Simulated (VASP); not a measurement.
# SiW3 (I4mm) in VASP: single point with PBEsol

Aim: the single point of SiW3 with PBEsol.

All numbers are computed with VASP 6.6.1; they aren't measurements. Logs are shortened: lines on timing, memory, paths and dates and some standing lists are left out, and cuts for length are marked.

## Step 1: The cell of the first run

Symmetry: I4mm, No. 107, tetragonal system. Conventional cell: a = 5.154 Å, b = 5.154 Å, c = 5.154 Å, α = 90.00°, β = 90.00°, γ = 90.00°. Within 3.3 Å of Si (site symmetry 4mm) lie 6 W at 2.48 to 2.68 Å. Within 3.3 Å of W (site symmetry 4mm) lie 2 Si at 2.48 to 2.68 Å and 4 W at 2.58 Å. W (site symmetry 2mm) has 2 Si at 2.58 Å and 4 W at 2.58 Å within 3.4 Å.

## Step 2: Single point, PBEsol (atom 2 (W) moved -0.100 Å towards its neighbour atom 1 (Si) at 2.577 Å)

The input, INCAR:

```
SYSTEM = SiW3
  PREC = Accurate
  ENCUT = 520
  EDIFF = 1E-6
  ISMEAR = 0
  SIGMA = 0.15
  LREAL = .False.
  LASPH = .True.
  NELM = 60
  ALGO = Fast
  ISIF = 2
  LWAVE = .False.
  LCHARG = .False.
  GGA = PS
  NBANDS = 31
```

The input, KPOINTS:

```
regular mesh
0
Gamma
  14 14 14
  0 0 0
```

The input, POSCAR:

```
SiW3
1.0
   -2.5771952861      2.5771952861      2.5771952861
    2.5771952861     -2.5771952861      2.5771952861
    2.5771952861      2.5771952861     -2.5771952861
Si W
1 3
Direct
    0.0000000000      0.0000000000      0.0000000000
    0.5194009357      0.5194009357      0.0000000000
    0.5000000000      0.0000000000      0.5000000000
    0.0000000000      0.5000000000      0.5000000000
```

Potentials or basis: VASP PAW PBE potentials, release 64 (Si, W_sv).

Launch:

```
$ cat potpaw_PBE.64/Si/POTCAR potpaw_PBE.64/W_sv/POTCAR > POTCAR
$ mpirun -np 1 vasp_std > vasp.out
```

OUTCAR:

```text
SYSTEM = SiW3
   PREC = Accurate
   ENCUT = 520
   EDIFF = 1E-6
   ISMEAR = 0
   LREAL = .False.
   LASPH = .True.
   NELM = 60
   ISIF = 2
   GGA = PS

 ion  position               nearest neighbor table
   1  0.000  0.000  0.000-   2 2.48   3 2.58   4 2.58   4 2.58   3 2.58   2 2.68
   2  0.519  0.519  0.000-   1 2.48   3 2.58   4 2.58   3 2.58   4 2.58   1 2.68
   3  0.500  0.000  0.500-   1 2.58   4 2.58   1 2.58   4 2.58   2 2.58   2 2.58
   4  0.000  0.500  0.500-   1 2.58   3 2.58   1 2.58   3 2.58   2 2.58   2 2.58

  LATTYP: Found a body centered cubic cell.
 ALAT       =     5.1543905722

  Lattice vectors:

 A1 = (  -2.5771952861,   2.5771952861,   2.5771952861)
 A2 = (   2.5771952861,  -2.5771952861,   2.5771952861)
 A3 = (   2.5771952861,   2.5771952861,  -2.5771952861)

Analysis of symmetry for initial positions (statically):
=====================================================================
 Subroutine PRICEL returns:
 Original cell was already a primitive cell.

 Routine SETGRP: Setting up the symmetry group for a
 body centered cubic supercell.

 Subroutine GETGRP returns: Found  8 space group operations
 (whereof  8 operations were pure point group operations)
 out of a pool of 48 trial point group operations.

The static configuration has the point symmetry C_4v.

Analysis of symmetry for dynamics (positions and initial velocities):
=====================================================================
 Subroutine PRICEL returns:
 Original cell was already a primitive cell.

 Routine SETGRP: Setting up the symmetry group for a
 body centered cubic supercell.

 Subroutine GETGRP returns: Found  8 space group operations
 (whereof  8 operations were pure point group operations)
 out of a pool of 48 trial point group operations.

The dynamic configuration has the point symmetry C_4v.

 Subroutine INISYM returns: Found  8 space group operations
 (whereof  8 operations are pure point group operations),
 and found     1 'primitive' translations

----------------------------------------------------------------------------------------

                                     Primitive cell

  volume of cell :      68.4703

  direct lattice vectors                    reciprocal lattice vectors
    -2.577195286  2.577195286  2.577195286     0.000000000  0.194009357  0.194009357
     2.577195286 -2.577195286  2.577195286     0.194009357  0.000000000  0.194009357
     2.577195286  2.577195286 -2.577195286     0.194009357  0.194009357  0.000000000

  length of vectors
     4.463833177  4.463833177  4.463833177     0.274370664  0.274370664  0.274370664

  position of ions in fractional coordinates (direct lattice)
     0.000000000  0.000000000  0.000000000
     0.519400936  0.519400936  0.000000000
     0.500000000  0.000000000  0.500000000
     0.000000000  0.500000000  0.500000000

  ion indices of the primitive-cell ions
   primitive index   ion index
                 1           1
                 2           2
                 3           3
                 4           4

----------------------------------------------------------------------------------------

 KPOINTS: regular mesh

Automatic generation of k-mesh.
 Grid dimensions read from file:
 generate k-points for:   14   14   14

 Generating k-lattice:

  Cartesian coordinates                     Fractional coordinates (reciprocal lattice)
     0.000000000  0.013857811  0.013857811     0.071428571  0.000000000  0.000000000
     0.013857811  0.000000000  0.013857811     0.000000000  0.071428571  0.000000000
     0.013857811  0.013857811  0.000000000     0.000000000  0.000000000  0.071428571

  Length of vectors
     0.019597905  0.019597905  0.019597905

  Shift w.r.t. Gamma in fractional coordinates (k-lattice)
     0.000000000  0.000000000  0.000000000

 Subroutine IBZKPT returns following result:
 ===========================================

 Found    244 irreducible k-points:

 Following reciprocal coordinates:
            Coordinates               Weight
  0.000000  0.000000  0.000000      1.000000
  0.071429  0.000000  0.000000      8.000000
  0.000000  0.000000  0.071429      4.000000
  0.142857  0.000000  0.000000      8.000000
  0.000000  0.000000  0.142857      4.000000
  0.214286  0.000000  0.000000      8.000000
[... 16 lines left out ...]
  0.071429  0.000000  0.214286     16.000000
  0.285714  0.071429  0.000000     16.000000
 [... further k-points ...]
   k-points           NKPTS =    244   k-points in BZ     NKDIM =    244   number of bands    NBANDS=     31
   number of dos      NEDOS =    301   number of ions     NIONS =      4
   total plane-waves  NPLWV =  46656
   dimension x,y,z NGX =    36 NGY =   36 NGZ =   36
   dimension x,y,z NGXF=    72 NGYF=   72 NGZF=   72
   ions per type =               1   3
   NGX,Y,Z   is equivalent  to a cutoff of  13.41, 13.41, 13.41 a.u.
   NGXF,Y,Z  is equivalent  to a cutoff of  26.81, 26.81, 26.81 a.u.
 SYSTEM =  SiW3
   PREC   = accura    normal or accurate (medium, high low for compatibility)
   ISTART =      0    job   : 0-new  1-cont  2-samecut
   ICHARG =      2    charge: 1-file 2-atom 10-const
   ISPIN  =      1    spin polarized calculation?
   LNONCOLLINEAR =      F non collinear calculations
   LSORBIT =      F    spin-orbit coupling
   LASPH  =      T    aspherical Exc in radial PAW
   ENCUT  =  520.0 eV  38.22 Ry    6.18 a.u.   8.30  8.30  8.30*2*pi/ulx,y,z
   NELM   =     60;   NELMIN=  2; NELMDL= -5     # of ELM steps
   EDIFF  = 0.1E-05   stopping-criterion for ELM
   LREAL  =      F    real-space projection
   EDIFFG = 0.1E-04   stopping-criterion for IOM
   NSW    =      0    number of steps for IOM
   IBRION =     -1    ionic relax: 0-MD 1-quasi-New 2-CG
   NFREE  =      0    steps in history (QN), initial steepest desc. (CG)
   ISIF   =      2    stress and relaxation
   ISYM   =      2    0-nonsym 1-usesym 2-fastsym
   POTIM  = 0.5000    time-step for ionic-motion
   TEBEG  =    0.0;   TEEND  =   0.0 temperature during run
   PSTRESS=    0.0 pullay stress
   NELECT =      46.0000    total number of electrons
   NUPDOWN=      -1.0000    fix difference up-down
   EMIN   =  10.00;   EMAX   =-10.00  energy-range for DOS
   EFERMI =   0.00;   METHOD = LEGACY
   ISMEAR =     0;   SIGMA  =   0.15  broadening in eV -4-tet -1-fermi 0-gaus
   EFERMI_NEDOS =   21; number of points for ismear=-14 and -15
   IALGO  =     68    algorithm
   IMIX   =      4    mixing-type and parameters
     AMIX     =   0.40;   BMIX     =  1.00
     AMIX_MAG =   1.60;   BMIX_MAG =  1.00
  volume/ion in A,a.u.               =      17.12       115.52
  Fermi-wavevector in a.u.,A,eV,Ry     =   1.433816  2.709520 27.971246  2.055829
  Thomas-Fermi vector in A             =   2.553293
   LORBIT       =      0    0 simple, 1 ext, 2 COOP (PROOUT), +10 PAW based schemes
   GGA     = PS    functional components
   LHFCALC =     F    Hartree Fock is set to
   AEXX    =    0.0000 exact exchange contribution
   IVDW    =     0    specifies the selected vdW correction
   LEPSILON=     F    determine dielectric tensor
   LRPA    =     F    only Hartree local field effects (RPA)
 non-spin polarized calculation
 RMM-DIIS sequential band-by-band and
 Gauss-broadening in eV      SIGMA  =   0.15
  energy-cutoff  :      520.00
  volume of cell :       68.47
 maximum number of plane-waves:      1878
 NGX is ok and might be reduce to    36
   NGX = 17   NGY = 17   NGZ = 17

 number of electron      46.0000005 magnetization

 Free energy of the ion-electron system (eV)
  ---------------------------------------------------
  ext. energy  EPLUGINS =         0.00000000
  ---------------------------------------------------
  free energy    TOTEN  =       -41.71732122 eV

  energy without entropy =      -41.66690055  energy(sigma->0) =      -41.69211088

 E-fermi :   9.3300     XC(G=0): -12.5361

 val. band max:        9.3299584117   @ k =   0.2857   0.0714   0.0000
 cond. band min:       9.3311700502   @ k =   0.0000   0.2857   0.2143
 fundamental gap:      0.0012116386
 Fermi energy:         9.3300488599

 k-point     1 :       0.0000    0.0000    0.0000
  band No.  band energies     occupation
      1     -64.5952      2.00000
      2     -64.4146      2.00000
      3     -64.4029      2.00000
      4     -29.4392      2.00000
      5     -29.4251      2.00000
      6     -29.4251      2.00000
[... 23 lines left out ...]
     30      13.2337      0.00000
     31      14.8926      0.00000

 k-point     2 :       0.0714    0.0000    0.0000
  band No.  band energies     occupation
      1     -64.5931      2.00000
      2     -64.4162      2.00000
      3     -64.4034      2.00000
      4     -29.4254      2.00000
      5     -29.4233      2.00000
      6     -29.4073      2.00000
[... 23 lines left out ...]
     30      13.1476      0.00000
     31      14.6945      0.00000

 k-point     3 :       0.0000    0.0000    0.0714
  band No.  band energies     occupation
      1     -64.5932      2.00000
      2     -64.4146      2.00000
      3     -64.4049      2.00000
      4     -29.4404      2.00000
      5     -29.4089      2.00000
      6     -29.4069      2.00000
[... 23 lines left out ...]
     30      13.1271      0.00000
     31      14.7405      0.00000

 k-point     4 :       0.1429    0.0000    0.0000
  band No.  band energies     occupation
      1     -64.5868      2.00000
      2     -64.4215      2.00000
      3     -64.4044      2.00000
      4     -29.4263      2.00000
      5     -29.3757      2.00000
      6     -29.3554      2.00000
[... 635 lines left out ...]
     30      12.8302      0.00000
     31      13.3797      0.00000

 k-point    23 :       0.0714    0.0000    0.2143
  band No.  band energies     occupation
      1     -64.5710      2.00000
      2     -64.4284      2.00000
      3     -64.4136      2.00000
      4     -29.4273      2.00000
      5     -29.2803      2.00000
      6     -29.1691      2.00000
[... 23 lines left out ...]
     30      12.8496      0.00000
     31      13.3920      0.00000

 k-point    24 :       0.2857    0.0714    0.0000
  band No.  band energies     occupation
      1     -64.5552      2.00000
      2     -64.4525      2.00000
      3     -64.4054      2.00000
      4     -29.4131      2.00000
      5     -29.1769      2.00000
      6     -29.0490      2.00000
[... 23 lines left out ...]
     30      12.6190      0.00000
     31      12.8470      0.00000

 [... further k-points ...]

------------------------ aborting loop because EDIFF is reached ----------------------------------------

  FORCE on cell =-STRESS in cart. coord.  units (eV):
  Direction    XX          YY          ZZ          XY          YZ          ZX
  --------------------------------------------------------------------------------------
  -------------------------------------------------------------------------------------
  Total        0.0990754      0.0990754      0.8752446      0.0000000      0.0000000      0.0000000
  in kB        2.3183245      2.3183245     20.4803813      0.0000000      0.0000000      0.0000000
  external PRESSURE =       8.3723434 kB  Pullay stress =       0.0000000 kB

 VOLUME and BASIS-vectors are now :
 -----------------------------------------------------------------------------
  energy-cutoff  :      520.00
  volume of cell :       68.47
      direct lattice vectors                 reciprocal lattice vectors
    -2.577195286  2.577195286  2.577195286     0.000000000  0.194009357  0.194009357
     2.577195286 -2.577195286  2.577195286     0.194009357  0.000000000  0.194009357
     2.577195286  2.577195286 -2.577195286     0.194009357  0.194009357  0.000000000

 POSITION                                       TOTAL-FORCE (eV/Angst)
 -----------------------------------------------------------------------------------
      0.00000      0.00000      0.00000        -0.000000     -0.000000      0.952809
      0.00000      0.00000      2.67720        -0.000000     -0.000000      0.127501
      0.00000      2.57720      0.00000        -0.000000      0.000000     -0.540155
      2.57720      0.00000      0.00000         0.000000     -0.000000     -0.540155
 -----------------------------------------------------------------------------------
    total drift:                               -0.000000     -0.000000     -0.000028

  FREE ENERGIE OF THE ION-ELECTRON SYSTEM (eV)
  ---------------------------------------------------
  free  energy   TOTEN  =       -41.7173212191 eV

  energy  without entropy=      -41.6669005455  energy(sigma->0) =      -41.69211088
```

Run time: 9.8 min. Hardware: 1 thread of Intel Xeon Platinum 8259CL at 2.50GHz (Skylake/Cascade Lake), shared host; peak memory 0.51 GiB.

What came out:

```
Free energy            : -41.7173 eV
Pressure               : 0.8 GPa
Largest force          : 0.953 eV/Å
Band gap on the k mesh : zero (bands 23 and 24 overlap by 1.61 eV)
```

Forces on the atoms (eV/Å):
```
Si   0.000  0.000  0.953
W    0.000  0.000  0.128
W    0.000  0.000 -0.540
W    0.000  0.000 -0.540
```

Stress tensor (GPa, compression positive):
```
0.23 0.00 0.00
0.00 0.23 0.00
0.00 0.00 2.05
```

Caveat: the cell differs from its parent crystal (atom 2 (W) moved -0.100 Å towards its neighbour atom 1 (Si) at 2.577 Å); the PAW data sets were made with another functional, which shifts forces and pressure a little; spin-orbit coupling is left out, which moves the levels of the heavy elements.
